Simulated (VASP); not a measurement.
# Ag (P6_3/mmc) in VASP: further runs, part 2 of 2

VASP 6.6.1.

### 3 Single point, PBE (strained)

INCAR

```
PREC = Accurate
ENCUT = 520
EDIFF = 1E-7
ISMEAR = 0
SIGMA = 0.1
LREAL = F
LASPH = T
NELM = 60
ALGO = Fast
ISIF = 2
LWAVE = F
LCHARG = T
GGA = PE
LELF = T
LVHAR = T
NBANDS = 18
```

KPOINTS

```
regular mesh
0
Gamma
  18 18 10
```

POSCAR

```
Ag
1.0
    3.0807757816      0.0000000000      0.0000000000
   -1.5403878908      2.6680300903      0.0000000000
    0.0000000000      0.0000000000      4.6053934000
Ag
2
Direct
    0.3333333333      0.6666666667      0.2500000000
    0.6666666667      0.3333333333      0.7500000000
```

Potentials or basis: VASP PAW PBE potentials, release 64 (Ag).

On the command line:

```console
cat potpaw_PBE.64/Ag/POTCAR > POTCAR
mpirun -np 1 vasp_std > vasp.out
```

Run time: 100 s. Hardware: 1 thread of Intel Xeon Platinum 8259CL at 2.50GHz (Skylake/Cascade Lake), shared host; peak memory 0.24 GiB.

It converged, with:

```
Free energy            : -5.3553 eV
Pressure               : -3.7 GPa
Band gap on the k mesh : zero (band 11 reaches 10.54 eV, above the bottom of band 12 at 3.79 eV)
```

Stress tensor (GPa, compression positive):
```
-5.65  0.00  0.00
 0.00 -5.65  0.00
 0.00  0.00  0.25
```

Levels at points of the mesh, in eV from the Fermi level:
```
           k point  band 8  band 9  band 10  band 11  band 12  band 13  band 14  band 15
(0.00, 0.00, 0.00)   -4.17   -4.17    -3.08    -3.08     0.48     4.17    14.62    15.66
(0.50, 0.00, 0.00)   -3.19   -3.00    -2.81    -0.18     0.86     7.00     7.07     9.07
(0.00, 0.00, 0.50)   -4.05   -3.33    -3.33    -3.33    -3.33    12.21    12.21    14.97
(0.50, 0.00, 0.50)   -3.14   -3.06    -3.06     0.74     0.74     3.81     3.81    12.17
```

Caveat: the cell differs from its parent crystal (strained).

### 4 Single point, PBE (strained)

INCAR

```
PREC = Accurate
ENCUT = 520
EDIFF = 1E-7
ISMEAR = 0
SIGMA = 0.1
LREAL = F
LASPH = T
NELM = 80
ALGO = Fast
ISIF = 2
LWAVE = F
LCHARG = F
GGA = PE
NBANDS = 18
```

KPOINTS is that of step 3.

POSCAR

```
Ag
1.0
    2.9528227654      0.0000000000      0.0000000000
   -1.4764113827      2.5572195278      0.0000000000
    0.0000000000      0.0000000000      5.1147141000
Ag
2
Direct
    0.3333333333      0.6666666667      0.2500000000
    0.6666666667      0.3333333333      0.7500000000
```

Potentials or basis: VASP PAW PBE potentials, release 64 (Ag).

On the command line:

```console
cat potpaw_PBE.64/Ag/POTCAR > POTCAR
mpirun -np 1 vasp_std > vasp.out
```

OUTCAR:

```text
PREC = Accurate
   ENCUT = 520
   EDIFF = 1E-7
   ISMEAR = 0
   LREAL = F
   LASPH = T
   NELM = 80
   ISIF = 2
   GGA = PE

 ion  position               nearest neighbor table
   1  0.333  0.667  0.250-   2 3.07   2 3.07   2 3.07   2 3.07   2 3.07   2 3.07
   2  0.667  0.333  0.750-   1 3.07   1 3.07   1 3.07   1 3.07   1 3.07   1 3.07

  LATTYP: Found a hexagonal cell.
 ALAT       =     2.9528227654
 C/A-ratio  =     1.7321439539

  Lattice vectors:

 A1 = (   2.9528227654,   0.0000000000,   0.0000000000)
 A2 = (  -1.4764113827,   2.5572195278,   0.0000000000)
 A3 = (   0.0000000000,   0.0000000000,   5.1147141000)

Analysis of symmetry for initial positions (statically):
=====================================================================
 Subroutine PRICEL returns:
 Original cell was already a primitive cell.

 Routine SETGRP: Setting up the symmetry group for a
 hexagonal supercell.

 Subroutine GETGRP returns: Found 24 space group operations
 (whereof 12 operations were pure point group operations)
 out of a pool of 24 trial point group operations.

[... 157 lines left out ...]

 Free energy of the ion-electron system (eV)
  ---------------------------------------------------
  ext. energy  EPLUGINS =         0.00000000
  ---------------------------------------------------
  free energy    TOTEN  =        -5.35966787 eV

  energy without entropy =       -5.35656469  energy(sigma->0) =       -5.35811628

 E-fermi :   6.8276     XC(G=0): -11.4785

 val. band max:        6.8063249558   @ k =   0.4444   0.0000   0.4000
 cond. band min:       6.8447374894   @ k =   0.2778   0.2222   0.3000
 fundamental gap:      0.0384125336
 Fermi energy:         6.8276350333

 k-point     1 :       0.0000    0.0000    0.0000
  band No.  band energies     occupation
      1      -0.0844      2.00000
      2       1.0714      2.00000
      3       2.2217      2.00000
      4       2.4791      2.00000
      5       2.4791      2.00000
      6       2.6281      2.00000
[... 481 lines left out ...]
      5       2.6379      2.00000
      6       2.7879      2.00000
[... 10 lines left out ...]
     17      16.8478      0.00000
     18      21.3641      0.00000

 [... further k-points ...]
[... 5 lines left out ...]
  --------------------------------------------------------------------------------------
  -------------------------------------------------------------------------------------
  Total       -1.0028422     -1.0028422     -1.8104315      0.0000000      0.0000000      0.0000000
  in kB      -41.6022134    -41.6022134    -75.1044957      0.0000000      0.0000000      0.0000000
  external PRESSURE =     -52.7696409 kB  Pullay stress =       0.0000000 kB

 VOLUME and BASIS-vectors are now :
 -----------------------------------------------------------------------------
  energy-cutoff  :      520.00
  volume of cell :       38.62
      direct lattice vectors                 reciprocal lattice vectors
     2.952822765  0.000000000  0.000000000     0.338658998  0.195524864  0.000000000
    -1.476411383  2.557219528  0.000000000     0.000000000  0.391049728  0.000000000
     0.000000000  0.000000000  5.114714100     0.000000000  0.000000000  0.195514349

 POSITION                                       TOTAL-FORCE (eV/Angst)
 -----------------------------------------------------------------------------------
     -0.00000      1.70481      1.27868         0.000000     -0.000000      0.000000
      1.47641      0.85241      3.83604        -0.000000      0.000000      0.000000
 -----------------------------------------------------------------------------------
    total drift:                               -0.000000      0.000000     -0.000000

  FREE ENERGIE OF THE ION-ELECTRON SYSTEM (eV)
  ---------------------------------------------------
  free  energy   TOTEN  =        -5.3596678717 eV

  energy  without entropy=       -5.3565646873  energy(sigma->0) =       -5.35811628
```

stdout:

```text
POSCAR found type information on POSCAR Ag
 POSCAR found :  1 types and       2 ions
 scaLAPACK will be used
 LDA part: xc-table for (Slater+PW92), standard interpolation
 POSCAR, INCAR and KPOINTS ok, starting setup
 FFT: planning ... GRIDC
 FFT: planning ... GRID_SOFT
 FFT: planning ... GRID
 WAVECAR not read
 entering main loop
```

It took 94 s on 1 thread of Intel Xeon Platinum 8259CL at 2.50GHz (Skylake/Cascade Lake), shared host; peak memory 0.25 GiB.

What came out:

```
Free energy            : -5.3597 eV
Pressure               : -5.3 GPa
Band gap on the k mesh : zero (band 11 reaches 10.88 eV, above the bottom of band 12 at 3.54 eV)
```

Caveat: the cell differs from its parent crystal (strained).

### 5 Single point, PBE (strained)

INCAR

```
SYSTEM = Ag
PREC = Accurate
ENCUT = 520
EDIFF = 1E-7
ISMEAR = 0
SIGMA = 0.1
LREAL = .False.
LASPH = .True.
NELM = 100
ALGO = Fast
ISIF = 2
LWAVE = .False.
LCHARG = .False.
GGA = PE
NBANDS = 18
```

KPOINTS

```
regular mesh
0
Gamma
  18 18 10
  0 0 0
```

POSCAR

```
Ag
1.0
    2.7382004061      0.0000000000      0.0000000000
   -1.3691002030      2.3713511123      0.0000000000
    0.0000000000      0.0000000000      4.9075466000
Ag
2
Direct
    0.3333333333      0.6666666667      0.2500000000
    0.6666666667      0.3333333333      0.7500000000
```

On the command line:

```console
cat potpaw_PBE.64/Ag/POTCAR > POTCAR
mpirun -np 1 vasp_std > vasp.out
```

Wall time 85 s (1 thread of Intel Xeon Platinum 8259CL at 2.50GHz (Skylake/Cascade Lake), shared host); peak memory 0.22 GiB.

It converged, with:

```
Free energy            : -5.1890 eV
Pressure               : 15.8 GPa
Band gap on the k mesh : zero (band 11 reaches 14.19 eV, above the bottom of band 12 at 5.94 eV)
```

Stress tensor (GPa, compression positive):
```
20.46  0.00  0.00
 0.00 20.46  0.00
 0.00  0.00  6.57
```

Levels at points of the mesh, in eV from the Fermi level:
```tsv
k point	band 7	band 8	band 9	band 10	band 11	band 12	band 13	band 14	band 15	band 16
(0.00, 0.00, 0.00)	-4.89	-4.01	-4.01	-3.22	-3.22	-1.31	2.67	15.86	16.48	18.37
(0.50, 0.00, 0.00)	-3.91	-3.18	-2.81	-2.72	0.30	2.04	6.78	6.99	9.53	10.36
(0.00, 0.00, 0.50)	-5.06	-5.06	-3.53	-3.53	-3.53	-3.53	9.62	9.62	16.86	16.86
(0.50, 0.00, 0.50)	-3.33	-3.33	-2.76	-2.76	0.75	0.75	5.24	5.24	13.25	13.25
```

Caveat: the cell differs from its parent crystal (strained).

### 6 The runs side by side

| cell | further INCAR settings | gap on the mesh (eV) | pressure (GPa) |
| --- | --- | --- | --- |
| a = 2.934, b = 2.934, c = 4.799 Å, angles 90.0, 90.0, 120.0°, 2 atoms | ALGO = Fast; EDIFF = 1e-06; NBANDS = 18 | none | 0.0 |
| a = 3.081, b = 3.081, c = 4.605 Å, angles 90.0, 90.0, 120.0°, 2 atoms | ALGO = Fast; EDIFF = 1e-07; NBANDS = 18 | none | -3.7 |
| a = 2.953, b = 2.953, c = 5.115 Å, angles 90.0, 90.0, 120.0°, 2 atoms | ALGO = Fast; EDIFF = 1e-07; NBANDS = 18 | none | -5.3 |
| a = 2.738, b = 2.738, c = 4.908 Å, angles 90.0, 90.0, 120.0°, 2 atoms | ALGO = Fast; EDIFF = 1e-07; NBANDS = 18 | none | 15.8 |

Alike in all rows: task single point; level PBE; potentials or basis VASP PAW PBE potentials, release 64 (Ag); no spin polarisation; k mesh 18 × 18 × 10; cutoff (eV) 520; smearing gaussian 0.1 eV.

Absolute energies hang on the potentials; compare differences alone.
